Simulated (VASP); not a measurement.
Crystal: Y.

```
CELL_PARAMETERS angstrom
3.64257 0.00000 0.00000
-1.82128 3.15456 0.00000
0.00000 0.00000 5.87916
ATOMIC_POSITIONS crystal
Y 0.33333 0.66667 0.25000
Y 0.66667 0.33333 0.75000
```

Base run:

* Program: VASP 6.6.1
* Functional: PBE
* Potentials or basis: VASP PAW PBE potentials, release 64 (Y_sv)
* Cutoff: 520 eV
* k mesh: 10 × 10 × 6
* Occupations: fermi-dirac, width 0.05 eV
* Spin: no spin polarisation

Its results: band gap on the k mesh zero (bands 11 and 12 overlap by 1.25 eV); pressure -1.2 GPa.

Q: The run is repeated on the same cell with these changes: functional from PBE to r2SCAN. What comes out?

A: Band gap on the k mesh zero (bands 11 and 12 overlap by 1.40 eV); pressure -0.2 GPa.

Caveats: the PAW data sets were made with another functional, which shifts forces and pressure a little (at least some runs).
